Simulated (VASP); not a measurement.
Wanted: the native input for a VASP 6.6.1 run.

```yaml
Task: single point
Functional: LDA
Potentials_or_basis: VASP PAW LDA potentials, release 64 (Cu)
Cutoff: 520 eV
k_mesh: 22 × 22 × 22
Occupations: gaussian, width 0.15 eV
Spin: no spin polarisation
Dipole_correction: no
Further_INCAR_settings: ALGO = Normal; EDIFF = 1e-06; NBANDS = 12
```

The structure of Cu lies in POSCAR:

```
Cu
1.0
    0.0000000000      1.7532750000      1.7803875000
    1.7532750000      0.0000000000      1.7803875000
    1.7532750000      1.7532750000      0.0000000000
Cu
1
Direct
    0.0000000000      0.0000000000      0.0000000000
```

This cell differs from its parent crystal: strain -0.030 along x and y, -0.015 along z.

The input as run:

INCAR

```
PREC     = Accurate       # precision mode
ENCUT    = 520            # plane-wave cutoff, eV
EDIFF    = 1E-6           # SCF threshold, eV
ISMEAR   = 0              # smearing method
SIGMA    = 0.15           # smearing width, eV
LREAL    = F              # projectors in reciprocal space
LASPH    = T              # aspherical terms in the spheres
NELM     = 80             # most SCF steps
ALGO     = Normal         # electronic algorithm
ISIF     = 2              # what is computed and relaxed
LWAVE    = F              # write WAVECAR
LCHARG   = T              # write CHGCAR
GGA      = CA             # functional
LELF     = T              # ELF
LVHAR    = T            
NBANDS   = 12             # bands
```

KPOINTS

```
regular mesh
0
Gamma
  22 22 22
```

Potentials or basis: VASP PAW LDA potentials, release 64 (Cu).

Launch:

```sh
$ cat potpaw_LDA.64/Cu/POTCAR > POTCAR
$ mpirun -np 1 vasp_std > vasp.out
```

Results of the run:

```json
{
  "Pressure": "-0.1 GPa"
}
```

Caveat: the cell differs from its parent crystal (strain -0.030 along x and y, -0.015 along z).

It took 81 s on 1 thread of Intel(R) Xeon(R) Platinum 8488C (Sapphire Rapids), with other jobs on the host, peak memory 0.2 GiB.
